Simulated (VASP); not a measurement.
A run of VASP 6.6.1 is set up as follows.

INCAR

```
ALGO     = Normal         # electronic algorithm
EDIFF    = 1E-7           # SCF threshold, eV
ENCUT    = 520            # plane-wave cutoff, eV
GGA      = PE             # functional
ISIF     = 2              # what is computed and relaxed
ISMEAR   = -1             # smearing method
LASPH    = T              # aspherical terms in the spheres
LCHARG   = F              # write CHGCAR
LREAL    = F              # projectors in reciprocal space
LWAVE    = F              # write WAVECAR
NBANDS   = 11             # bands
NELM     = 80             # most SCF steps
PREC     = Accurate       # precision mode
SIGMA    = 0.02           # smearing width, eV
```

Contents of KPOINTS:

```
k-points
0
Gamma
  10 10 10
```

The input POSCAR:

```
BP
1.0
    0.0000000000      2.2683156780      2.2683156780
    2.2683156780      0.0000000000      2.2683156780
    2.2683156780      2.2683156780      0.0000000000
B P
1 1
Direct
    0.0000000000      0.0000000000      0.0000000000
    0.2500000000      0.2500000000      0.2500000000
```

Potentials or basis: VASP PAW PBE potentials, release 64 (B, P).

Command:

```sh
$ cat potpaw_PBE.64/B/POTCAR potpaw_PBE.64/P/POTCAR > POTCAR
$ mpirun -np 1 vasp_std > vasp.out
```

(1) Estimate the pressure.

(2) Estimate the band gap on the k mesh.

Answers

(1) 1.0 GPa.

(2) 1.24 eV, indirect (least direct gap 3.40 eV).
